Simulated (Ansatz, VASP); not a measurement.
**CdSe: VASP beside Ansatz**

```
CELL_PARAMETERS angstrom
0.00000 2.94436 2.94436
2.94436 0.00000 2.94436
3.02484 3.02484 -0.08048
ATOMIC_POSITIONS crystal
Cd 0.00000 0.00000 0.00000
Se 0.75000 0.75000 0.75000
```

Alike in both runs: task single point; functional PBE; k mesh 10 × 10 × 10; occupations gaussian, width 0.05 eV; no spin polarisation.

```csv
,VASP,Ansatz
version,VASP 6.6.1,Ansatz 0.2.0
potentials or method,"VASP PAW PBE potentials, release 64 (Cd, Se), cutoff 520 eV","scalar-relativistic, plane waves, PAW"
valence electrons in the cell,18,36
```

```tsv
	VASP	Ansatz	Ansatz less VASP
gap on the k mesh at the Fermi level (eV)	0.68	0.68	-0.002
least direct gap on the mesh (eV)	0.68	0.68	-0.002
pressure (GPa)	7.1	6.7	-0.44
traceless stress, the component that is largest in VASP (GPa)	-1.51	-1.48	+0.035
rms of the force components (eV/Å)	0.227	0.218	-0.0082
```

Atom by atom the forces differ by 0.008 eV/Å (rms over components). VASP's potentials hold 18 valence electrons a cell and Ansatz's 36, so a difference there can come from the potentials and not from the codes.
